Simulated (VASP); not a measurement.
# AlN (P6_3mc) in VASP: further runs

Runs on AlN. Level: PBE. Tasks: single point.

Program: VASP 6.6.1. These are calculated values, not measurements. Logs are shortened: lines on timing, memory, paths and dates and some standing lists are left out, and cuts for length are marked.

### 1 The cell of the first run

It takes space group P6_3mc (No. 186, hexagonal). Conventional cell: a = 3.064 Å, b = 3.064 Å, c = 4.978 Å, α = 90.00°, β = 90.00°, γ = 120.00°. Al (site symmetry 3m) has 4 N at 1.86 to 1.92 Å within 2.5 Å. Within 2.5 Å of N (site symmetry 3m) lie 4 Al at 1.86 to 1.92 Å.

### 2 Single point, PBE (strain -0.015 along x and y, +0.000 along z)

Input file INCAR:

```
SYSTEM = AlN
  PREC = Accurate
  ENCUT = 520
  EDIFF = 1E-7
  ISMEAR = 0
  SIGMA = 0.05
  LREAL = .FALSE.
  LASPH = .TRUE.
  NELM = 80
  ALGO = Normal
  ISIF = 2
  LWAVE = .FALSE.
  LCHARG = .FALSE.
  GGA = PE
  NBANDS = 16
```

Input file KPOINTS:

```
Automatic mesh
0
G
  12 12 6
  0 0 0
```

Input file POSCAR:

```
AlN
1.0
    3.0643371193      0.0000000000      0.0000000000
   -1.5321685597      2.6537937911      0.0000000000
    0.0000000000      0.0000000000      4.9780000000
Al N
2 2
Direct
    0.3333333333      0.6666666667      0.0000000000
    0.6666666667      0.3333333333      0.5000000000
    0.3333333333      0.6666666667      0.3850000000
    0.6666666667      0.3333333333      0.8850000000
```

Potentials or basis: VASP PAW PBE potentials, release 64 (Al, N).

Run with:

```console
cat potpaw_PBE.64/Al/POTCAR potpaw_PBE.64/N/POTCAR > POTCAR
mpirun -np 1 vasp_std > vasp.out
```

OUTCAR:

```text
SYSTEM = AlN
   PREC = Accurate
   ENCUT = 520
   EDIFF = 1E-7
   ISMEAR = 0
   LREAL = .FALSE.
   LASPH = .TRUE.
   NELM = 80
   ISIF = 2
   GGA = PE

 ion  position               nearest neighbor table
   1  0.333  0.667  0.000-   4 1.86   4 1.86   4 1.86   3 1.92   2 3.05   2 3.05   2 3.05   2 3.05
                             2 3.05   2 3.05
   2  0.667  0.333  0.500-   3 1.86   3 1.86   3 1.86   4 1.92   1 3.05   1 3.05   1 3.05   1 3.05
                             1 3.05   1 3.05
   3  0.333  0.667  0.385-   2 1.86   2 1.86   2 1.86   1 1.92
   4  0.667  0.333  0.885-   1 1.86   1 1.86   1 1.86   2 1.92

  LATTYP: Found a hexagonal cell.
 ALAT       =     3.0643371193
 C/A-ratio  =     1.6244948928

  Lattice vectors:

 A1 = (   3.0643371193,   0.0000000000,   0.0000000000)
 A2 = (  -1.5321685597,   2.6537937911,   0.0000000000)
 A3 = (   0.0000000000,   0.0000000000,   4.9780000000)

Analysis of symmetry for initial positions (statically):
=====================================================================
 Subroutine PRICEL returns:
 Original cell was already a primitive cell.

 Routine SETGRP: Setting up the symmetry group for a
 hexagonal supercell.

 Subroutine GETGRP returns: Found 12 space group operations
 (whereof  6 operations were pure point group operations)
 out of a pool of 24 trial point group operations.

The static configuration has the point symmetry C_3v.
 The point group associated with its full space group is C_6v.

Analysis of symmetry for dynamics (positions and initial velocities):
=====================================================================
 Subroutine PRICEL returns:
 Original cell was already a primitive cell.

 Routine SETGRP: Setting up the symmetry group for a
 hexagonal supercell.

 Subroutine GETGRP returns: Found 12 space group operations
 (whereof  6 operations were pure point group operations)
 out of a pool of 24 trial point group operations.

The dynamic configuration has the point symmetry C_3v.
 The point group associated with its full space group is C_6v.

 Subroutine INISYM returns: Found 12 space group operations
 (whereof  6 operations are pure point group operations),
 and found     1 'primitive' translations

----------------------------------------------------------------------------------------

                                     Primitive cell

  volume of cell :      40.4817

  direct lattice vectors                    reciprocal lattice vectors
     3.064337119  0.000000000  0.000000000     0.326334852  0.188409515  0.000000000
    -1.532168560  2.653793791  0.000000000     0.000000000  0.376819029  0.000000000
     0.000000000  0.000000000  4.978000000     0.000000000  0.000000000  0.200883889

  length of vectors
     3.064337119  3.064337119  4.978000000     0.376819029  0.376819029  0.200883889

  position of ions in fractional coordinates (direct lattice)
     0.333333333  0.666666667  0.000000000
     0.666666667  0.333333333  0.500000000
     0.333333333  0.666666667  0.385000000
     0.666666667  0.333333333  0.885000000

  ion indices of the primitive-cell ions
   primitive index   ion index
                 1           1
                 2           2
                 3           3
                 4           4

----------------------------------------------------------------------------------------

 KPOINTS: Automatic mesh

Automatic generation of k-mesh.
 Grid dimensions read from file:
 generate k-points for:   12   12    6

 Generating k-lattice:

  Cartesian coordinates                     Fractional coordinates (reciprocal lattice)
     0.027194571  0.015700793  0.000000000     0.083333333  0.000000000  0.000000000
     0.000000000  0.031401586  0.000000000     0.000000000  0.083333333  0.000000000
     0.000000000  0.000000000  0.033480648     0.000000000  0.000000000  0.166666667

  Length of vectors
     0.031401586  0.031401586  0.033480648

  Shift w.r.t. Gamma in fractional coordinates (k-lattice)
     0.000000000  0.000000000  0.000000000

 Subroutine IBZKPT returns following result:
 ===========================================

 Found     76 irreducible k-points:

 Following reciprocal coordinates:
            Coordinates               Weight
  0.000000  0.000000  0.000000      1.000000
  0.083333  0.000000  0.000000      6.000000
  0.166667  0.000000  0.000000      6.000000
  0.250000  0.000000  0.000000      6.000000
  0.333333  0.000000  0.000000      6.000000
  0.416667  0.000000  0.000000      6.000000
[... 16 lines left out ...]
  0.250000  0.000000  0.166667     12.000000
  0.333333  0.000000  0.166667     12.000000
 [... further k-points ...]
   k-points           NKPTS =     76   k-points in BZ     NKDIM =     76   number of bands    NBANDS=     16
   number of dos      NEDOS =    301   number of ions     NIONS =      4
   total plane-waves  NPLWV =  23040
   dimension x,y,z NGX =    24 NGY =   24 NGZ =   40
   dimension x,y,z NGXF=    48 NGYF=   48 NGZF=   80
   ions per type =               2   2
   NGX,Y,Z   is equivalent  to a cutoff of  13.02, 13.02, 13.36 a.u.
   NGXF,Y,Z  is equivalent  to a cutoff of  26.04, 26.04, 26.72 a.u.
 SYSTEM =  AlN
   PREC   = accura    normal or accurate (medium, high low for compatibility)
   ISTART =      0    job   : 0-new  1-cont  2-samecut
   ICHARG =      2    charge: 1-file 2-atom 10-const
   ISPIN  =      1    spin polarized calculation?
   LNONCOLLINEAR =      F non collinear calculations
   LSORBIT =      F    spin-orbit coupling
   LASPH  =      T    aspherical Exc in radial PAW
   ENCUT  =  520.0 eV  38.22 Ry    6.18 a.u.   5.70  5.70  9.26*2*pi/ulx,y,z
   NELM   =     80;   NELMIN=  2; NELMDL= -5     # of ELM steps
   EDIFF  = 0.1E-06   stopping-criterion for ELM
   LREAL  =      F    real-space projection
   EDIFFG = 0.1E-05   stopping-criterion for IOM
   NSW    =      0    number of steps for IOM
   IBRION =     -1    ionic relax: 0-MD 1-quasi-New 2-CG
   NFREE  =      0    steps in history (QN), initial steepest desc. (CG)
   ISIF   =      2    stress and relaxation
   ISYM   =      2    0-nonsym 1-usesym 2-fastsym
   POTIM  = 0.5000    time-step for ionic-motion
   TEBEG  =    0.0;   TEEND  =   0.0 temperature during run
   PSTRESS=    0.0 pullay stress
   NELECT =      16.0000    total number of electrons
   NUPDOWN=      -1.0000    fix difference up-down
   EMIN   =  10.00;   EMAX   =-10.00  energy-range for DOS
   EFERMI =   0.00;   METHOD = LEGACY
   ISMEAR =     0;   SIGMA  =   0.05  broadening in eV -4-tet -1-fermi 0-gaus
   EFERMI_NEDOS =   21; number of points for ismear=-14 and -15
   IALGO  =     38    algorithm
   IMIX   =      4    mixing-type and parameters
     AMIX     =   0.40;   BMIX     =  1.00
     AMIX_MAG =   1.60;   BMIX_MAG =  1.00
  volume/ion in A,a.u.               =      10.12        68.30
  Fermi-wavevector in a.u.,A,eV,Ry     =   1.201421  2.270357 19.638825  1.443413
  Thomas-Fermi vector in A             =   2.337230
   LORBIT       =      0    0 simple, 1 ext, 2 COOP (PROOUT), +10 PAW based schemes
   GGA     = PE    functional components
   LHFCALC =     F    Hartree Fock is set to
   AEXX    =    0.0000 exact exchange contribution
   IVDW    =     0    specifies the selected vdW correction
   LEPSILON=     F    determine dielectric tensor
   LRPA    =     F    only Hartree local field effects (RPA)
 non-spin polarized calculation
 Gauss-broadening in eV      SIGMA  =   0.05
  energy-cutoff  :      520.00
  volume of cell :       40.48
 maximum number of plane-waves:      1108
 NGX is ok and might be reduce to    24
   NGX = 11   NGY = 11   NGZ = 19

 number of electron      15.9999998 magnetization

 Free energy of the ion-electron system (eV)
  ---------------------------------------------------
  ext. energy  EPLUGINS =         0.00000000
  ---------------------------------------------------
  free energy    TOTEN  =       -29.69772597 eV

  energy without entropy =      -29.69772597  energy(sigma->0) =      -29.69772597

 E-fermi :   6.6971     XC(G=0): -11.0475

 val. band max:        6.4594533666   @ k =   0.0000   0.0000   0.0000
 cond. band min:      10.9290323805   @ k =   0.0000   0.0000   0.0000
 fundamental gap:      4.4695790139
 Fermi energy:         6.6970575915

 k-point     1 :       0.0000    0.0000    0.0000
  band No.  band energies     occupation
      1      -8.9212      2.00000
      2      -6.7436      2.00000
      3       0.3001      2.00000
      4       5.6111      2.00000
      5       5.6111      2.00000
      6       6.2284      2.00000
[... 8 lines left out ...]
     15      19.9472      0.00000
     16      19.9472      0.00000

 k-point     2 :       0.0833    0.0000    0.0000
  band No.  band energies     occupation
      1      -8.8281      2.00000
      2      -6.6884      2.00000
      3       0.4098      2.00000
      4       5.1904      2.00000
      5       5.4921      2.00000
      6       5.8188      2.00000
[... 8 lines left out ...]
     15      19.8154      0.00000
     16      20.0263      0.00000

 k-point     3 :       0.1667    0.0000    0.0000
  band No.  band energies     occupation
      1      -8.5568      2.00000
      2      -6.5363      2.00000
      3       0.7332      2.00000
      4       4.1598      2.00000
      5       4.9309      2.00000
      6       5.2133      2.00000
[... 8 lines left out ...]
     15      19.0832      0.00000
     16      19.5450      0.00000

 k-point     4 :       0.2500    0.0000    0.0000
  band No.  band energies     occupation
      1      -8.1337      2.00000
      2      -6.3322      2.00000
      3       1.2517      2.00000
      4       2.9490      2.00000
      5       3.9375      2.00000
      6       4.8932      2.00000
[... 8 lines left out ...]
     15      18.7873      0.00000
     16      20.1260      0.00000

 k-point     5 :       0.3333    0.0000    0.0000
  band No.  band energies     occupation
      1      -7.6132      2.00000
      2      -6.1561      2.00000
      3       1.8654      2.00000
      4       1.9270      2.00000
      5       3.0391      2.00000
      6       4.6150      2.00000
[... 8 lines left out ...]
     15      18.7490      0.00000
     16      21.2659      0.00000

 k-point     6 :       0.4167    0.0000    0.0000
  band No.  band energies     occupation
      1      -7.1031      2.00000
      2      -6.1024      2.00000
      3       1.1300      2.00000
      4       2.3848      2.00000
      5       2.6589      2.00000
      6       4.4299      2.00000
[... 8 lines left out ...]
     15      19.2137      0.00000
     16      21.8833      0.00000
[... 267 lines left out ...]
 k-point    21 :       0.0833    0.0000    0.1667
  band No.  band energies     occupation
      1      -8.7218      2.00000
      2      -6.8943      2.00000
      3       0.7764      2.00000
      4       5.2326      2.00000
      5       5.5044      2.00000
      6       5.5369      2.00000
[... 8 lines left out ...]
     15      19.4872      0.00000
     16      19.6843      0.00000

 k-point    22 :       0.1667    0.0000    0.1667
  band No.  band energies     occupation
      1      -8.4543      2.00000
      2      -6.7250      2.00000
      3       1.0472      2.00000
      4       4.2233      2.00000
      5       4.7077      2.00000
      6       5.2686      2.00000
[... 8 lines left out ...]
     15      19.2487      0.00000
     16      19.7135      0.00000

 k-point    23 :       0.2500    0.0000    0.1667
  band No.  band energies     occupation
      1      -8.0383      2.00000
      2      -6.4907      2.00000
      3       1.4169      2.00000
      4       3.1068      2.00000
      5       3.7631      2.00000
      6       4.9578      2.00000
[... 8 lines left out ...]
     15      19.0772      0.00000
     16      20.1824      0.00000

 k-point    24 :       0.3333    0.0000    0.1667
  band No.  band energies     occupation
      1      -7.5299      2.00000
      2      -6.2715      2.00000
      3       1.4613      2.00000
      4       2.4293      2.00000
      5       3.0256      2.00000
      6       4.6858      2.00000
[... 8 lines left out ...]
     15      19.1159      0.00000
     16      21.1599      0.00000

 [... further k-points ...]
[... 5 lines left out ...]
  --------------------------------------------------------------------------------------
  -------------------------------------------------------------------------------------
  Total        3.4983550      3.4983550      1.2089334     -0.0000000      0.0000000      0.0000000
  in kB      138.4572999    138.4572999     47.8469604     -0.0000000      0.0000000      0.0000000
  external PRESSURE =     108.2538534 kB  Pullay stress =       0.0000000 kB

 VOLUME and BASIS-vectors are now :
 -----------------------------------------------------------------------------
  energy-cutoff  :      520.00
  volume of cell :       40.48
      direct lattice vectors                 reciprocal lattice vectors
     3.064337119  0.000000000  0.000000000     0.326334852  0.188409515  0.000000000
    -1.532168560  2.653793791  0.000000000     0.000000000  0.376819029  0.000000000
     0.000000000  0.000000000  4.978000000     0.000000000  0.000000000  0.200883889

 POSITION                                       TOTAL-FORCE (eV/Angst)
 -----------------------------------------------------------------------------------
     -0.00000      1.76920      0.00000         0.000000      0.000000      0.371487
      1.53217      0.88460      2.48900        -0.000000      0.000000      0.371487
     -0.00000      1.76920      1.91653         0.000000     -0.000000     -0.371487
      1.53217      0.88460      4.40553        -0.000000      0.000000     -0.371487
 -----------------------------------------------------------------------------------
    total drift:                                0.000000      0.000000      0.000106

  FREE ENERGIE OF THE ION-ELECTRON SYSTEM (eV)
  ---------------------------------------------------
  free  energy   TOTEN  =       -29.6977259719 eV

  energy  without entropy=      -29.6977259719  energy(sigma->0) =      -29.69772597
```

It took 22 s on 1 thread of Intel Xeon 6975P-C (Granite Rapids), shared host; peak memory 0.17 GiB.

What came out:

```yaml
Free_energy: -29.6977 eV
Pressure: 10.8 GPa
Largest_force: 0.371 eV/Å
Band_gap_on_the_k_mesh: 4.47 eV, direct
```

Forces in eV/Å, atoms in the order of the input:
```
Al   0.000  0.000  0.371
Al   0.000  0.000  0.371
N    0.000  0.000 -0.371
N    0.000  0.000 -0.371
```

Levels at points of the mesh, in eV from the valence-band top:
| k point | band 5 | band 6 | band 7 | band 8 | band 9 | band 10 | band 11 | band 12 |
| --- | --- | --- | --- | --- | --- | --- | --- | --- |
| (0.00, 0.00, 0.00) | -0.85 | -0.23 | -0.23 | 0.00 | 4.47 | 7.09 | 10.83 | 11.51 |
| (0.50, 0.00, 0.00) | -3.39 | -2.09 | -1.79 | -0.73 | 5.81 | 6.01 | 8.45 | 10.46 |
| (0.00, 0.00, 0.50) | -0.55 | -0.55 | -0.55 | -0.55 | 6.82 | 6.82 | 10.52 | 10.52 |
| (0.50, 0.00, 0.50) | -1.49 | -1.49 | -1.41 | -1.41 | 5.38 | 5.38 | 9.40 | 9.40 |

Caveat: the cell differs from its parent crystal (strain -0.015 along x and y, +0.000 along z). A k mesh can miss the band edges.

### 3 Single point, PBE (strain +0.000 along x and y, -0.015 along z)

Input file INCAR:

```
SYSTEM = AlN
ALGO = Normal
EDIFF = 1E-7
ENCUT = 520
GGA = PE
ISIF = 2
ISMEAR = 0
LASPH = .TRUE.
LCHARG = .FALSE.
LREAL = .FALSE.
LWAVE = .FALSE.
NBANDS = 16
NELM = 60
PREC = Accurate
SIGMA = 0.05
```

Input file KPOINTS:

```
k-points
0
G
  12 12 6
  0 0 0
```

Input file POSCAR:

```
AlN
1.0
    3.1110021516      0.0000000000      0.0000000000
   -1.5555010758      2.6942068945      0.0000000000
    0.0000000000      0.0000000000      4.9033300000
Al N
2 2
Direct
    0.3333333333      0.6666666667      0.0000000000
    0.6666666667      0.3333333333      0.5000000000
    0.3333333333      0.6666666667      0.3850000000
    0.6666666667      0.3333333333      0.8850000000
```

Potentials or basis: VASP PAW PBE potentials, release 64 (Al, N).

Run with:

```console
cat potpaw_PBE.64/Al/POTCAR potpaw_PBE.64/N/POTCAR > POTCAR
mpirun -np 1 vasp_std > vasp.out
```

It took 21 s on 1 thread of Intel Xeon 6975P-C (Granite Rapids), shared host; peak memory 0.16 GiB.

The run converged. Its results:

* Free energy: -29.7443 eV
* Pressure: 6.9 GPa
* Largest force: 0.014 eV/Å
* Band gap on the k mesh: 4.26 eV, direct

Forces on the atoms (eV/Å):
```
Al   0.000  0.000 -0.014
Al   0.000  0.000 -0.014
N    0.000  0.000  0.014
N    0.000  0.000  0.014
```

Stress tensor (GPa, compression positive):
```
5.51 0.00 0.00
0.00 5.51 0.00
0.00 0.00 9.54
```

Levels at points of the mesh, in eV from the valence-band top:
```tsv
k point	band 4	band 5	band 6	band 7	band 8	band 9	band 10	band 11	band 12	band 13
(0.00, 0.00, 0.00)	-1.06	-1.06	-0.36	-0.36	0.00	4.26	6.56	10.76	11.01	11.01
(0.50, 0.00, 0.00)	-4.26	-3.47	-2.30	-1.87	-0.81	5.69	5.87	8.21	10.31	10.86
(0.00, 0.00, 0.50)	-3.37	-0.72	-0.72	-0.72	-0.72	6.46	6.46	10.42	10.42	11.33
(0.50, 0.00, 0.50)	-5.78	-1.63	-1.63	-1.42	-1.42	5.32	5.32	9.26	9.26	11.95
```

Caveat: the cell differs from its parent crystal (strain +0.000 along x and y, -0.015 along z).
